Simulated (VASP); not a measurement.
Set up this calculation in VASP 6.6.1, as the native input.

```
Task                   : relaxation of shape and atoms at fixed volume
Functional             : PBE
Dispersion             : D4
Potentials or basis    : VASP PAW PBE potentials, release 64 (Zr_sv, B)
Cutoff                 : 600 eV
k mesh                 : 8 × 8 × 8
Occupations            : gaussian, width 0.05 eV
Spin                   : no spin polarisation
Dipole correction      : no
Further INCAR settings : ALGO = Normal; EDIFF = 1e-07; IBRION = 2; EDIFFG = -0.01; NSW = 60; ISIF = 4
```

The structure of ZrB2 lies in POSCAR:

```
ZrB2
1.0
    3.1950558023      0.0000000000      0.0000000000
   -1.5975279011      2.7669994913      0.0000000000
    0.0000000000      0.0000000000      3.5405778858
Zr B
1 2
Direct
    0.0000000000      0.0000000000      0.0000000000
    0.3333333333      0.6666666667      0.5000000000
    0.6666666667      0.3333333333      0.5000000000
```

The input as run:

INCAR

```
PREC = Accurate
ENCUT = 600
EDIFF = 1E-7
ISMEAR = 0
SIGMA = 0.05
LREAL = False
LASPH = True
NELM = 100
ALGO = Normal
ISIF = 4
LWAVE = False
LCHARG = False
GGA = PE
IVDW = 13
IBRION = 2
NSW = 60
EDIFFG = -0.01
```

KPOINTS

```
regular mesh
0
Gamma
  8 8 8
```

Potentials or basis: VASP PAW PBE potentials, release 64 (Zr_sv, B).

The run is started by

```sh
$ cat potpaw_PBE.64/Zr_sv/POTCAR potpaw_PBE.64/B/POTCAR > POTCAR
$ mpirun -np 1 vasp_std > vasp.out
```

Results of the run:

* Energy gained by relaxing: 0.0 meV/atom
* Ionic steps: 2
* Pressure after relaxing: -8.9 GPa
* Band gap on the k mesh: zero (bands 9 and 10 overlap by 0.57 eV)
* Dispersion energy per atom: -0.308 eV

Run time: 81 s on 1 thread of Intel Xeon 8259CL (shared host), peak memory 0.17 GiB.
